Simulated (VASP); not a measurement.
A run of VASP 6.6.1 is set up as follows.

INCAR

```
SYSTEM = TiB2
  PREC = Accurate
  ENCUT = 520
  EDIFF = 1E-6
  ISMEAR = -1
  SIGMA = 0.1
  LREAL = .FALSE.
  LASPH = .TRUE.
  NELM = 100
  ALGO = Normal
  ISIF = 2
  LWAVE = .FALSE.
  LCHARG = .FALSE.
  GGA = PE
  NBANDS = 16
```

The input KPOINTS:

```
regular mesh
0
G
  5 5 4
  0 0 0
```

POSCAR

```
TiB2
1.0
    3.0292000000      0.0000000000      0.0000000000
   -1.5146000000      2.6233640000      0.0000000000
    0.0000000000      0.0000000000      3.2284000000
Ti B
1 2
Direct
    0.0000000000      0.0000000000      0.0000000000
    0.3333333333      0.6666666667      0.5000000000
    0.6666666667      0.3333333333      0.5000000000
```

Potentials or basis: VASP PAW PBE potentials, release 64 (Ti_sv, B).

Run with:

```bash
$ cat potpaw_PBE.64/Ti_sv/POTCAR potpaw_PBE.64/B/POTCAR > POTCAR
$ mpirun -np 1 vasp_std > vasp.out
```

Question: What does it give for the band gap on the k mesh?

Answer: Zero (band 9 reaches 10.38 eV, above the bottom of band 10 at 9.81 eV).

Question: What does it give for the pressure?

Answer: 0.7 GPa.

Stress tensor (GPa, compression positive):
```
 1.48  0.00  0.00
 0.00  1.48  0.00
 0.00  0.00 -0.97
```

Caveat: the k points lie up to 0.49 Å⁻¹ apart.
